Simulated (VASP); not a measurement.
# Al3Ru2 (I4/mmm) in VASP: further runs, part 3 of 3

VASP 6.6.1. Earlier steps stand in the parts before.

## Step 5: Single point, PBEsol (equal strain along all axes, cell held: -4.5 %, then relaxed in part)

File INCAR:

```
SYSTEM = Al3Ru2
PREC = Accurate
ENCUT = 520
EDIFF = 1E-6
ISMEAR = 0
SIGMA = 0.1
LREAL = .FALSE.
LASPH = .TRUE.
NELM = 100
ALGO = Fast
ISIF = 2
LWAVE = .FALSE.
LCHARG = .TRUE.
GGA = PS
LELF = .TRUE.
LVHAR = .TRUE.
NBANDS = 48
```

File KPOINTS:

```
Automatic mesh
0
G
  12 12 4
  0 0 0
```

File POSCAR:

```
Al3Ru2
1.0
    2.9350614723      0.0000000000      0.0000000000
    0.0000000000      2.9350614723      0.0000000000
    0.0000000000      0.0000000000     13.6103397728
Al Ru
6 4
Direct
    0.0000000000      0.0000000000      0.0000000000
    0.5000000000      0.5000000000      0.3037517432
    0.0000000000      0.0000000000      0.1962482568
    0.5000000000      0.5000000000      0.5000000000
    0.0000000000      0.0000000000      0.8037517432
    0.5000000000      0.5000000000      0.6962482568
    0.5000000000      0.5000000000      0.1053210142
    0.0000000000      0.0000000000      0.3946789858
    0.0000000000      0.0000000000      0.6053210142
    0.5000000000      0.5000000000      0.8946789858
```

Run with:

```
> cat potpaw_PBE.64/Al/POTCAR potpaw_PBE.64/Ru_pv/POTCAR > POTCAR
> mpirun -np 1 vasp_std > vasp.out
```

It took 8.1 min on 1 thread of Intel Xeon Platinum 8375C at 2.90GHz (Ice Lake), shared host; peak memory 0.48 GiB.

It converged, with:

```
Free energy            : -70.2244 eV
Pressure               : 35.9 GPa
Largest force          : 0.015 eV/Å
Band gap on the k mesh : zero (band 37 reaches 13.94 eV, above the bottom of band 38 at 11.71 eV)
```

Forces on the atoms (eV/Å):
```
Al   0.000  0.000  0.000
Al   0.000  0.000 -0.006
Al   0.000  0.000  0.006
Al   0.000  0.000  0.000
Al   0.000  0.000 -0.006
Al   0.000  0.000  0.006
Ru   0.000  0.000 -0.015
Ru   0.000  0.000  0.015
Ru   0.000  0.000 -0.015
Ru   0.000  0.000  0.015
```

Stress tensor (GPa, compression positive):
```
36.44  0.00  0.00
 0.00 36.44  0.00
 0.00  0.00 34.90
```

Levels at points of the mesh, in eV from the Fermi level:
```csv
k point,band 36,band 37,band 38,band 39,band 40,band 41
"(0.00, 0.00, 0.00)",-0.22,-0.08,-0.05,2.95,4.07,4.76
"(0.50, 0.00, 0.00)",-1.39,-0.45,-0.45,1.63,1.63,2.02
"(0.50, 0.50, 0.00)",0.66,1.38,1.38,1.44,1.44,2.29
"(0.00, 0.00, 0.50)",-0.23,-0.06,-0.06,3.31,3.31,5.19
"(0.50, 0.00, 0.50)",-1.39,-0.45,-0.45,1.60,1.60,2.02
"(0.50, 0.50, 0.50)",1.38,1.44,1.44,1.55,1.55,1.55
```

Caveat: the cell differs from its parent crystal (equal strain along all axes, cell held: -4.5 %, then relaxed in part); the PAW data sets were made with another functional, which shifts forces and pressure a little.

## Step 6: Single point, PBEsol (equal strain along all axes, cell held: -3.0 %, then relaxed in part)

File INCAR:

```
SYSTEM = Al3Ru2
ALGO = Fast
EDIFF = 1E-6
ENCUT = 520
GGA = PS
ISIF = 2
ISMEAR = 0
LASPH = .TRUE.
LCHARG = .TRUE.
LELF = .TRUE.
LREAL = .FALSE.
LVHAR = .TRUE.
LWAVE = .FALSE.
NBANDS = 48
NELM = 80
PREC = Accurate
SIGMA = 0.1
```

File KPOINTS:

```
k-points
0
G
  12 12 4
  0 0 0
```

File POSCAR:

```
Al3Ru2
1.0
    2.9811619142      0.0000000000      0.0000000000
    0.0000000000      2.9811619142      0.0000000000
    0.0000000000      0.0000000000     13.8241147430
Al Ru
6 4
Direct
    0.0000000000      0.0000000000      0.0000000000
    0.5000000000      0.5000000000      0.3044705490
    0.0000000000      0.0000000000      0.1955294510
    0.5000000000      0.5000000000      0.5000000000
    0.0000000000      0.0000000000      0.8044705490
    0.5000000000      0.5000000000      0.6955294510
    0.5000000000      0.5000000000      0.1053823218
    0.0000000000      0.0000000000      0.3946176782
    0.0000000000      0.0000000000      0.6053823218
    0.5000000000      0.5000000000      0.8946176782
```

Potentials or basis: VASP PAW PBE potentials, release 64 (Al, Ru_pv).

Run with:

```
> cat potpaw_PBE.64/Al/POTCAR potpaw_PBE.64/Ru_pv/POTCAR > POTCAR
> mpirun -np 1 vasp_std > vasp.out
```

Wall time 9.9 min (1 thread of Intel Xeon Platinum 8375C at 2.90GHz (Ice Lake), shared host); peak memory 0.49 GiB.

It converged, with:

```yaml
Free_energy: -71.2224 eV
Pressure: 21.5 GPa
Largest_force: 0.011 eV/Å
Band_gap_on_the_k_mesh: zero (band 37 reaches 13.11 eV, above the bottom of band 38 at 11.04 eV)
```

Forces on the atoms (eV/Å):
```
Al   0.000  0.000  0.000
Al   0.000  0.000 -0.006
Al   0.000  0.000  0.006
Al   0.000  0.000  0.000
Al   0.000  0.000 -0.006
Al   0.000  0.000  0.006
Ru   0.000  0.000 -0.011
Ru   0.000  0.000  0.011
Ru   0.000  0.000 -0.011
Ru   0.000  0.000  0.011
```

Stress tensor (GPa, compression positive):
```
21.83  0.00  0.00
 0.00 21.83  0.00
 0.00  0.00 20.81
```

Levels at points of the mesh, in eV from the Fermi level:
| k point | band 36 | band 37 | band 38 | band 39 | band 40 | band 41 |
| --- | --- | --- | --- | --- | --- | --- |
| (0.00, 0.00, 0.00) | -0.21 | -0.09 | -0.06 | 2.76 | 3.85 | 4.61 |
| (0.50, 0.00, 0.00) | -1.29 | -0.41 | -0.41 | 1.52 | 1.52 | 1.87 |
| (0.50, 0.50, 0.00) | 0.63 | 1.28 | 1.28 | 1.34 | 1.34 | 2.18 |
| (0.00, 0.00, 0.50) | -0.22 | -0.07 | -0.07 | 3.11 | 3.11 | 5.02 |
| (0.50, 0.00, 0.50) | -1.29 | -0.41 | -0.41 | 1.50 | 1.50 | 1.88 |
| (0.50, 0.50, 0.50) | 1.28 | 1.34 | 1.34 | 1.48 | 1.48 | 1.48 |

Caveat: the cell differs from its parent crystal (equal strain along all axes, cell held: -3.0 %, then relaxed in part); the PAW data sets were made with another functional, which shifts forces and pressure a little.

## Step 7: The runs side by side

```csv
cell,k mesh,gap on the mesh (eV),pressure (GPa),largest force (eV/Å)
"a = 7.467 Å, angles 156.2, 156.2, 33.9°, 5 atoms",8 × 8 × 8,none,-1.0,0.08
"a = 3.027, b = 3.027, c = 14.380 Å, 10 atoms",12 × 12 × 4,none,4.7,0.16
"a = 3.027, b = 3.027, c = 14.453 Å, 10 atoms",12 × 12 × 4,none,3.7,0.01
"a = 2.935, b = 2.935, c = 13.610 Å, 10 atoms",12 × 12 × 4,none,35.9,0.01
"a = 2.981, b = 2.981, c = 13.824 Å, 10 atoms",12 × 12 × 4,none,21.5,0.01
```

Alike in all rows: task single point; level PBEsol; potentials or basis VASP PAW PBE potentials, release 64 (Al, Ru_pv); no spin polarisation; cutoff (eV) 520; smearing gaussian 0.1 eV.

Caveats: some runs use coarse meshes; the PAW data sets were made with another functional, which shifts forces and pressure a little.

Total energies depend on the potentials used, so only differences within one code and one set of settings carry meaning.
